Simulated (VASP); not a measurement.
A run of VASP 6.6.1:

The input POSCAR:

```
Co
1.0
    2.4715232260      0.0000000000      0.0000000000
   -1.2357616130      2.1404018997      0.0000000000
    0.0000000000      0.0000000000      4.0271144694
Co
2
Direct
    0.3333333333      0.6666666667      0.2500000000
    0.6666666667      0.3333333333      0.7500000000
```

Contents of INCAR.step1:

```
ALGO = Normal
EDIFF = 1E-4
ENCUT = 520
GGA = PE
ISMEAR = -1
ISPIN = 2
LASPH = T
LCHARG = F
LMAXMIX = 4
LREAL = F
LWAVE = T
MAGMOM = 1.891 1.891
NBANDS = 20
NELM = 150
PREC = Accurate
SIGMA = 0.05
```

File INCAR.step2:

```
ALGO = Normal
EDIFF = 1E-6
ENCUT = 520
ISIF = 2
ISMEAR = -1
ISPIN = 2
ISTART = 1
LASPH = T
LCHARG = F
LMAXMIX = 4
LMIXTAU = T
LORBIT = 11
LREAL = F
LWAVE = F
MAGMOM = 1.891 1.891
METAGGA = R2SCAN
NBANDS = 20
NELM = 150
PREC = Accurate
SIGMA = 0.05
```

KPOINTS

```
k-points
0
Gamma
  5 5 3
```

Potentials or basis: VASP PAW PBE potentials, release 64 (Co).

Launch:

```console
$ cat potpaw_PBE.64/Co/POTCAR > POTCAR
$ cp INCAR.step1 INCAR
$ mpirun -np 1 vasp_std > vasp.out
$ cp INCAR.step2 INCAR
$ mpirun -np 1 vasp_std > vasp.out
```

Hardware: 1 thread of Intel(R) Xeon(R) Platinum 8559C (Emerald Rapids), on a shared host.

Question: Estimate the wall time of this run.

Answer: It took 42 s on 1 thread of Intel(R) Xeon(R) Platinum 8559C (Emerald Rapids), on a shared host, peak memory 0.14 GiB. Counts: k points 10.
